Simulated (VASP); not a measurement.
Set up this calculation in VASP 6.6.1, as the native input.

- Task: single point
- Functional: PBE
- Dispersion: D3(BJ)
- Potentials or basis: VASP PAW PBE potentials, release 64 (Al, O)
- Cutoff: 520 eV
- k mesh: 9 × 9 × 4
- Occupations: gaussian, width 0.05 eV
- Spin: no spin polarisation
- Dipole correction: no
- Further INCAR settings: ALGO = Normal; EDIFF = 1e-06; NBANDS = 20

The structure of Al2O3 lies in POSCAR:

```
Al2O3
1.0
    2.9245000000      0.0000000000      0.0000000000
   -1.4622500000      2.5326912934      0.0000000000
    0.0000000000      0.0000000000      7.7340000000
Al O
2 3
Direct
    0.0000000000      0.0000000000      0.1907358529
    0.0000000000      0.0000000000      0.8092641471
    0.3333333333      0.6666666667      0.2840924954
    0.6666666667      0.3333333333      0.0000000000
    0.3333333333      0.6666666667      0.7159075046
```

These files were run (other wordings do the same):

INCAR

```
SYSTEM = Al2O3
PREC = Accurate
ENCUT = 520
EDIFF = 1E-6
ISMEAR = 0
SIGMA = 0.05
LREAL = .False.
LASPH = .True.
NELM = 80
ALGO = Normal
ISIF = 2
LWAVE = .False.
LCHARG = .False.
GGA = PE
IVDW = 12
NBANDS = 20
```

KPOINTS

```
regular mesh
0
Gamma
  9 9 4
  0 0 0
```

Potentials or basis: VASP PAW PBE potentials, release 64 (Al, O).

The run is started by

```bash
$ cat potpaw_PBE.64/Al/POTCAR potpaw_PBE.64/O/POTCAR > POTCAR
$ mpirun -np 1 vasp_std > vasp.out
```

Results of the run:

The pressure is -13.1 GPa and the largest force is 1.113 eV/Å. The band gap on the k mesh is 4.07 eV, indirect (least direct gap 4.17 eV) and the dispersion energy per atom is -0.176 eV.

Caveat: forces of over 1 eV/Å act on the atoms, so gaps and moduli don't describe the material at rest.

Wall time 15 s on 1 thread of Intel(R) Xeon(R) 6975P-C (Granite Rapids) (shared host), peak memory 0.19 GiB.
